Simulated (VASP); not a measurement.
Write the native input for VASP 6.6.1 that does the following.

```yaml
Task: single point
Functional: PBE
Potentials_or_basis: VASP PAW PBE potentials, release 64 (Cu, I)
Cutoff: 520 eV
k_mesh: 6 × 6 × 4
Occupations: gaussian, width 0.01 eV
Spin: no spin polarisation
Dipole_correction: no
Further_INCAR_settings: ALGO = Normal; EDIFF = 1e-06; NBANDS = 26
```

The structure of CuI lies in POSCAR:

```
CuI
1.0
    4.4762003941      0.0000000000      0.0000000000
   -2.2381001971      3.8765032537      0.0000000000
    0.0000000000      0.0000000000      8.2545064763
Cu I
2 2
Direct
    0.3333333333      0.6666666667      0.2500000000
    0.6666666667      0.3333333333      0.7500000000
    0.6666666667      0.3333333333      0.2500000000
    0.3333333333      0.6666666667      0.7500000000
```

These files were run (other wordings do the same):

INCAR

```
PREC = Accurate
ENCUT = 520
EDIFF = 1E-6
ISMEAR = 0
SIGMA = 0.01
LREAL = F
LASPH = T
NELM = 100
ALGO = Normal
ISIF = 2
LWAVE = F
LCHARG = F
GGA = PE
NBANDS = 26
```

KPOINTS

```
Automatic mesh
0
Gamma
  6 6 4
```

Potentials or basis: VASP PAW PBE potentials, release 64 (Cu, I).

Run with:

```sh
$ cat potpaw_PBE.64/Cu/POTCAR potpaw_PBE.64/I/POTCAR > POTCAR
$ mpirun -np 1 vasp_std > vasp.out
```

Results of the run:

| Quantity | Value |
| --- | --- |
| Pressure | -1.5 GPa |
| Band gap on the k mesh | 1.03 eV |

Caveat: spin-orbit coupling is left out, which moves the levels of the heavy elements.

Wall time 2.8 min on 1 thread of Intel Xeon 8259CL, on a shared host, peak memory 0.3 GiB.
